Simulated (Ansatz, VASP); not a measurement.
# Two plane-wave programs on Sn

Contents of INCAR:

```
ALGO = Fast
EDIFF = 1E-7
ENCUT = 520
GGA = PS
ISIF = 2
ISMEAR = 0
LASPH = T
LCHARG = T
LELF = T
LREAL = F
LVHAR = T
LWAVE = F
NBANDS = 13
NELM = 60
PREC = Accurate
SIGMA = 0.15
```

KPOINTS

```
k-points
0
Gamma
  18 18 18
```

Contents of POSCAR:

```
Sn
1.0
   -1.8378122646      1.8378122646      1.9514913738
    1.8378122646     -1.8378122646      1.9514913738
    1.8378122646      1.8378122646     -1.9514913738
Sn
1
Direct
    0.0000000000      0.0000000000      0.0000000000
```

Input for Ansatz:

```yaml
crystal:
  lattice:
    - [-1.8378122646, 1.8378122646, 1.9514913738]
    - [1.8378122646, -1.8378122646, 1.9514913738]
    - [1.8378122646, 1.8378122646, -1.9514913738]
  atoms:
    - { symbol: Sn, position: [0.0, 0.0, 0.0] }
basis:
  ecutwfc: 420
kpoints:
  mp_grid: { grid: [18, 18, 18] }
hamiltonian:
  xc: pbesol
scf:
  occupations: { method: gaussian, width: 0.15 }
output:
  forces: true
  stress: true
  eigenvalues: true
```

Change from the starting cell: strain -0.030 along x and y, +0.030 along z, atoms carried along.

Alike in both runs: task single point; functional PBEsol; k mesh 18 × 18 × 18; occupations gaussian, width 0.15 eV; no spin polarisation.

|  | VASP | Ansatz |
| --- | --- | --- |
| version | VASP 6.6.1 | Ansatz 0.2.0 |
| potentials or method | VASP PAW PBE potentials, release 64 (Sn_d), cutoff 520 eV | scalar-relativistic, plane waves, PAW |
| valence electrons in the cell | 14 | 14 |

|  | VASP | Ansatz | Ansatz less VASP |
| --- | --- | --- | --- |
| gap on the k mesh at the Fermi level (eV) | none | none | - |
| pressure (GPa) | -0.4 | -0.4 | +0.01 |
| traceless stress, the component that is largest in VASP (GPa) | 0.54 | 0.54 | +0.002 |

VASP's potentials were made for PBE, not for PBEsol. A gap of «none» marks a metal or a gap that the smearing closes.
